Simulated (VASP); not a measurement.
A run of VASP 6.6.1:

The input POSCAR:

```
BRu2
1.0
    0.0000000000      3.5613440000      3.5613440000
    3.5613440000      0.0000000000      3.5613440000
    3.5613440000      3.5613440000      0.0000000000
B Ru
2 4
Direct
    0.0000000000      0.0000000000      0.0000000000
    0.2500000000      0.2500000000      0.2500000000
    0.6250000000      0.6250000000      0.6250000000
    0.1250000000      0.6250000000      0.6250000000
    0.6250000000      0.6250000000      0.1250000000
    0.6250000000      0.1250000000      0.6250000000
```

Contents of INCAR.step1:

```
SYSTEM = BRu2
PREC = Accurate
ENCUT = 550
ISMEAR = -1
SIGMA = 0.1
LREAL = .False.
LASPH = .True.
NELM = 120
NBANDS = 40
GGA = PE
ALGO = Normal
EDIFF = 1E-5
LWAVE = .True.
LCHARG = .False.
GGA_COMPAT = .False.
```

INCAR.step2

```
SYSTEM = BRu2
PREC = Accurate
ENCUT = 550
EDIFF = 1E-6
ISMEAR = -1
SIGMA = 0.1
LREAL = .False.
LASPH = .True.
NELM = 120
ALGO = Normal
ISIF = 2
LWAVE = .False.
LCHARG = .False.
METAGGA = R2SCAN
LMIXTAU = .True.
NBANDS = 40
ISTART = 1
GGA_COMPAT = .False.
```

File KPOINTS:

```
regular mesh
0
Gamma
  8 8 8
  0 0 0
```

Potentials or basis: VASP PAW PBE potentials, release 64 (B, Ru_pv).

Launch:

```console
$ cat potpaw_PBE.64/B/POTCAR potpaw_PBE.64/Ru_pv/POTCAR > POTCAR
$ cp INCAR.step1 INCAR
$ mpirun -np 1 vasp_std > vasp.out
$ cp INCAR.step2 INCAR
$ mpirun -np 1 vasp_std > vasp.out
```

Hardware: 1 thread of Intel Xeon 8259CL, with other jobs on the host.

Estimate the wall time of this run.

Wall time 12 min on 1 thread of Intel Xeon 8259CL, with other jobs on the host, peak memory 0.3 GiB. Counts: k points 29.
